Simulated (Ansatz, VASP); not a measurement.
Two plane-wave programs on BN

The input INCAR:

```
  PREC = Accurate
  ENCUT = 520
  EDIFF = 1E-7
  ISMEAR = 0
  SIGMA = 0.05
  LREAL = F
  LASPH = T
  NELM = 100
  ALGO = Normal
  ISIF = 2
  LWAVE = F
  LCHARG = T
  GGA = PS
  LELF = T
  LVHAR = T
  NBANDS = 26
```

KPOINTS

```
regular mesh
0
Gamma
  6 6 10
```

Contents of POSCAR:

```
BN
1.0
    4.2663000000      0.0000000000      0.0000000000
    0.0000000000      4.2663000000      0.0000000000
    0.0000000000      0.0000000000      2.6142000000
B N
4 4
Direct
    0.1741337327      0.8258662673      0.5000000000
    0.3258662673      0.3258662673      0.0000000000
    0.6741337327      0.6741337327      0.0000000000
    0.8258662673      0.1741337327      0.5000000000
    0.8123909516      0.8123909516      0.5000000000
    0.3123909516      0.6876090484      0.0000000000
    0.6876090484      0.3123909516      0.0000000000
    0.1876090484      0.1876090484      0.5000000000
```

Input for Ansatz:

```yaml
crystal:
  lattice:
    - [4.2663, 0.0, 0.0]
    - [0.0, 4.2663, 0.0]
    - [0.0, 0.0, 2.6142]
  atoms:
    - { symbol: B, position: [0.1741337327, 0.8258662673, 0.5] }
    - { symbol: B, position: [0.3258662673, 0.3258662673, 0.0] }
    - { symbol: B, position: [0.6741337327, 0.6741337327, 0.0] }
    - { symbol: B, position: [0.8258662673, 0.1741337327, 0.5] }
    - { symbol: "N", position: [0.8123909516, 0.8123909516, 0.5] }
    - { symbol: "N", position: [0.3123909516, 0.6876090484, 0.0] }
    - { symbol: "N", position: [0.6876090484, 0.3123909516, 0.0] }
    - { symbol: "N", position: [0.1876090484, 0.1876090484, 0.5] }
basis:
  ecutwfc: 520.0
kpoints:
  mp_grid: { grid: [6, 6, 10] }
hamiltonian:
  xc: pbesol
  pseudopotentials: { kind: paw, azcp: { folder: soft_1 } }
scf:
  occupations: { method: gaussian, width: 0.05 }
output:
  forces: true
  stress: true
  eigenvalues: true
```

Alike in both runs: task single point; functional PBEsol; k mesh 6 × 6 × 10; occupations gaussian, width 0.05 eV; no spin polarisation.

|  | VASP | Ansatz |
| --- | --- | --- |
| version | VASP 6.6.1 | Ansatz 0.2.0 |
| potentials or method | VASP PAW PBE potentials, release 64 (B, N), cutoff 520 eV | scalar-relativistic, plane waves, PAW |
| valence electrons in the cell | 32 | 32 |

Ansatz gave:

- gap on the k mesh at the Fermi level (eV): 4.49
- least direct gap on the mesh (eV): 5.53
- pressure (GPa): 11.4
- traceless stress, the component that is largest in VASP (GPa): -34.01
- rms of the force components (eV/Å): 0.367

Question: What did VASP give for the same quantities?

Answer: gap on the k mesh at the Fermi level (eV): 4.48; least direct gap on the mesh (eV): 5.53; pressure (GPa): 12.3; traceless stress, the component that is largest in VASP (GPa): -34.24; rms of the force components (eV/Å): 0.383.

VASP's potentials were made for PBE, not for PBEsol, and Ansatz warns of the same on its side. Atom by atom the forces differ by 0.017 eV/Å (rms over components). With one functional, cell and mesh, what is left measures potentials, basis and numerics.
